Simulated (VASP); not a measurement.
CdS (Hawleyite): single point with PBEsol

The system is CdS (Hawleyite).

```
Cd S
1.0
     0.00000    2.91228    2.91228
     2.91228    0.00000    2.91228
     2.91228    2.91228    0.00000
Cd S
1 1
Direct
  0.00000 0.00000 0.00000
  0.75000 0.75000 0.75000
```

```
Program             : VASP 6.6.1
Task                : single point
Functional          : PBEsol
Potentials or basis : VASP PAW PBE potentials, release 64 (Cd, S)
Cutoff              : 520 eV
k mesh              : 6 × 6 × 6
Occupations         : gaussian, width 0.01 eV
Spin                : no spin polarisation
```

```
Pressure               : 0.4 GPa
Band gap on the k mesh : 1.02 eV, direct
```

Levels at points of the mesh, in eV from the valence-band top:
| k point | band 7 | band 8 | band 9 | band 10 | band 11 | band 12 |
| --- | --- | --- | --- | --- | --- | --- |
| (0.00, 0.00, 0.00) | 0.00 | 0.00 | 0.00 | 1.02 | 6.44 | 6.44 |
| (0.50, 0.00, 0.00) | -4.51 | -0.77 | -0.77 | 2.89 | 6.91 | 6.91 |
| (0.50, 0.50, 0.00) | -4.04 | -1.93 | -1.93 | 3.38 | 4.25 | 9.10 |

Wall time 5.8 s on 1 thread of Intel(R) Xeon(R) 6975P-C (Granite Rapids), with other jobs on the host, peak memory 0.17 GiB.

Caveat: the PAW data sets were made with another functional, which shifts forces and pressure a little. PBEsol gaps usually lie below the measured ones, often by a third to a half.
